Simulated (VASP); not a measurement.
Set up this calculation in VASP 6.6.1, as the native input.

| Property | Result |
| --- | --- |
| Task | single point |
| Functional | PBEsol |
| Potentials or basis | VASP PAW PBE potentials, release 64 (W_sv) |
| Cutoff | 520 eV |
| k mesh | 16 × 16 × 16 |
| Occupations | gaussian, width 0.1 eV |
| Spin | no spin polarisation |
| Dipole correction | no |
| Further INCAR settings | ALGO = Fast; EDIFF = 1e-07; NBANDS = 21 |

The structure of W lies in POSCAR:

```
W
1.0
    3.2489578145      0.0000000000      0.0000000000
    0.0000000000      3.2489578145      0.0000000000
    0.0000000000      0.0000000000      3.2489578145
W
2
Direct
    0.0000000000      0.0000000000      0.0000000000
    0.5000000000      0.5000000000      0.5000000000
```

This cell differs from its parent crystal: equal strain along all axes, cell held: +3.0 %.

One way to write it, as run:

INCAR

```
SYSTEM = W
ALGO = Fast ; EDIFF = 1E-7
ENCUT = 520 ; GGA = PS
ISIF = 2 ; ISMEAR = 0
LASPH = .TRUE. ; LCHARG = .FALSE.
LREAL = .FALSE. ; LWAVE = .FALSE.
NBANDS = 21 ; NELM = 60
PREC = Accurate ; SIGMA = 0.1
```

KPOINTS

```
k-points
0
G
  16 16 16
  0 0 0
```

Potentials or basis: VASP PAW PBE potentials, release 64 (W_sv).

Run with:

```bash
$ cat potpaw_PBE.64/W_sv/POTCAR > POTCAR
$ mpirun -np 1 vasp_std > vasp.out
```

Results of the run:

```
Pressure               : -23.5 GPa
Band gap on the k mesh : zero (band 14 reaches 10.64 eV, above the bottom of band 15 at 9.69 eV)
```

Caveat: the cell differs from its parent crystal (equal strain along all axes, cell held: +3.0 %); the PAW data sets were made with another functional, which shifts forces and pressure a little; spin-orbit coupling is left out, which moves the levels of the heavy elements.

Run time: 52 s on 1 thread of AMD EPYC 9R45 96-Core Processor (Zen 5) (shared host), peak memory 0.17 GiB.
